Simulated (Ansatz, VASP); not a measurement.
Bi2Te3: VASP beside Ansatz

INCAR

```
PREC = Accurate
ENCUT = 520
EDIFF = 1E-7
ISMEAR = 0
SIGMA = 0.05
LREAL = Auto
LASPH = True
NELM = 100
ALGO = Normal
ISIF = 2
LWAVE = False
LCHARG = True
GGA = PE
LELF = True
LVHAR = True
NBANDS = 85
```

File KPOINTS:

```
regular mesh
0
Gamma
  9 9 1
```

POSCAR

```
Bi2Te3
1.0
   -4.4465493992      0.0000000000      0.0000000000
   -2.2232746996     -3.8508247389      0.0000000000
   -2.7793157020     -1.6046386687     32.1686732172
Bi Te
6 9
Direct
    0.4316933005      0.4316933005      0.5638909674
    0.9039266339     -0.0960733661      0.2305576341
   -0.0405400328     -0.0405400328      0.8972243008
    0.3460261428      0.3460261428      0.7694756992
    0.8182594761     -0.1817405239      0.4361423659
    0.2904928095      0.2904928095      0.1028090326
    0.5972097217      0.5972097217      0.1666833333
   -0.3472569450     -0.3472569450      0.8333500000
    0.1249763883      0.1249763883      0.5000166667
    0.5071886370      0.5071886370      0.3827166538
    0.9794219703      0.9794219703      0.0493833205
    0.0349553037      0.0349553037      0.7160499872
    0.2705308063      0.2705308063      0.9506500128
    0.7427641397     -0.2572358603      0.6173166795
    0.2149974730      0.2149974730      0.2839833462
```

Input for Ansatz:

```yaml
crystal:
  lattice:
    - [-4.4465493992, 0.0, 0.0]
    - [-2.2232746996, -3.8508247389, 0.0]
    - [-2.779315702, -1.6046386687, 32.1686732172]
  atoms:
    - { symbol: Bi, position: [0.4316933005, 0.4316933005, 0.5638909674] }
    - { symbol: Bi, position: [0.9039266339, -0.0960733661, 0.2305576341] }
    - { symbol: Bi, position: [-0.0405400328, -0.0405400328, 0.8972243008] }
    - { symbol: Bi, position: [0.3460261428, 0.3460261428, 0.7694756992] }
    - { symbol: Bi, position: [0.8182594761, -0.1817405239, 0.4361423659] }
    - { symbol: Bi, position: [0.2904928095, 0.2904928095, 0.1028090326] }
    - { symbol: Te, position: [0.5972097217, 0.5972097217, 0.1666833333] }
    - { symbol: Te, position: [-0.347256945, -0.347256945, 0.83335] }
    - { symbol: Te, position: [0.1249763883, 0.1249763883, 0.5000166667] }
    - { symbol: Te, position: [0.507188637, 0.507188637, 0.3827166538] }
    - { symbol: Te, position: [0.9794219703, 0.9794219703, 0.0493833205] }
    - { symbol: Te, position: [0.0349553037, 0.0349553037, 0.7160499872] }
    - { symbol: Te, position: [0.2705308063, 0.2705308063, 0.9506500128] }
    - { symbol: Te, position: [0.7427641397, -0.2572358603, 0.6173166795] }
    - { symbol: Te, position: [0.214997473, 0.214997473, 0.2839833462] }
basis:
  ecutwfc: 420
kpoints:
  mp_grid: { grid: [9, 9, 1] }
hamiltonian:
  xc: pbe
scf:
  occupations: { method: gaussian, width: 0.05 }
output:
  forces: true
  stress: true
  eigenvalues: true
```

Alike in both runs: task single point; functional PBE; k mesh 9 × 9 × 1; occupations gaussian, width 0.05 eV; no spin polarisation.

|  | VASP | Ansatz |
| --- | --- | --- |
| version | VASP 6.6.1 | Ansatz 0.2.0 |
| potentials or method | VASP PAW PBE potentials, release 64 (Bi_d, Te), cutoff 520 eV | scalar-relativistic, plane waves, PAW |
| valence electrons in the cell | 144 | 234 |

VASP gave:

- gap on the k mesh at the Fermi level (eV): 0.51
- least direct gap on the mesh (eV): 0.51
- pressure (GPa): 0.0
- traceless stress, the component that is largest in VASP (GPa): 0.13
- rms of the force components (eV/Å): 0.023

Question: Which values does Ansatz return?

Answer: gap on the k mesh at the Fermi level (eV): 0.52; least direct gap on the mesh (eV): 0.52; pressure (GPa): 0.1; traceless stress, the component that is largest in VASP (GPa): 0.11; rms of the force components (eV/Å): 0.024.

Atom by atom the forces differ by 0.005 eV/Å (rms over components). VASP's potentials hold 144 valence electrons a cell and Ansatz's 234, so a difference there can come from the potentials and not from the codes.

Spin-orbit coupling is off throughout.
